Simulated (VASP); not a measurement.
# SnO: single point with PBE

The system is SnO.

```
CELL_PARAMETERS angstrom
3.71568 0.00000 0.00000
0.00000 3.95432 0.00000
0.00000 0.00000 4.75205
ATOMIC_POSITIONS crystal
Sn 0.50000 0.00000 0.67169
Sn 0.00000 0.50000 0.32831
O 0.00000 0.00000 0.19644
O 0.50000 0.50000 0.80356
```

```json
{
  "Program": "VASP 6.6.1",
  "Task": "single point",
  "Functional": "PBE",
  "Potentials or basis": "VASP PAW PBE potentials, release 64 (Sn_d, O)",
  "Cutoff": "520 eV",
  "k mesh": "6 × 4 × 4",
  "Occupations": "gaussian, width 0.1 eV",
  "Spin": "no spin polarisation"
}
```

```
Pressure               : 11.4 GPa
Largest force          : 1.521 eV/Å
Band gap on the k mesh : zero (band 20 reaches 6.87 eV, above the bottom of band 21 at 6.53 eV)
```

Forces in eV/Å, atoms in the order of the input:
```
Sn   0.000  0.000  1.016
Sn   0.000  0.000 -1.016
O    0.000  0.000 -1.521
O    0.000  0.000  1.521
```

Stress tensor (GPa, compression positive):
```
 3.98  0.00  0.00
 0.00 24.64  0.00
 0.00  0.00  5.50
```

Levels at points of the mesh, in eV from the Fermi level:
| k point | band 17 | band 18 | band 19 | band 20 | band 21 | band 22 | band 23 | band 24 |
| --- | --- | --- | --- | --- | --- | --- | --- | --- |
| (0.00, 0.00, 0.00) | -3.73 | -3.47 | -2.37 | -1.73 | 3.30 | 3.55 | 3.90 | 4.52 |
| (0.50, 0.00, 0.00) | -3.61 | -3.61 | -0.95 | -0.95 | 0.53 | 0.53 | 4.34 | 4.34 |
| (0.00, 0.50, 0.00) | -2.66 | -2.66 | -0.55 | -0.55 | 4.10 | 4.10 | 4.11 | 4.11 |
| (0.50, 0.50, 0.00) | -3.15 | -3.15 | -1.24 | -1.24 | -0.17 | -0.17 | 4.42 | 4.42 |
| (0.00, 0.00, 0.50) | -3.06 | -3.02 | -2.15 | -0.66 | 2.32 | 2.55 | 3.36 | 4.31 |
| (0.50, 0.00, 0.50) | -3.30 | -3.30 | -1.97 | -1.97 | 1.78 | 1.78 | 5.35 | 5.35 |
| (0.00, 0.50, 0.50) | -2.53 | -2.53 | -0.99 | -0.99 | 2.70 | 2.70 | 3.59 | 3.59 |
| (0.50, 0.50, 0.50) | -4.08 | -4.08 | 0.17 | 0.17 | 0.68 | 0.68 | 4.63 | 4.63 |

Run time: 23 s on 1 thread of Intel(R) Xeon(R) 6975P-C (Granite Rapids), with other jobs on the host, peak memory 0.2 GiB.

Caveat: the k points lie up to 0.40 Å⁻¹ apart; spin-orbit coupling is left out, which moves the levels of the heavy elements; forces of over 1 eV/Å act on the atoms, so gaps and moduli don't describe the material at rest.
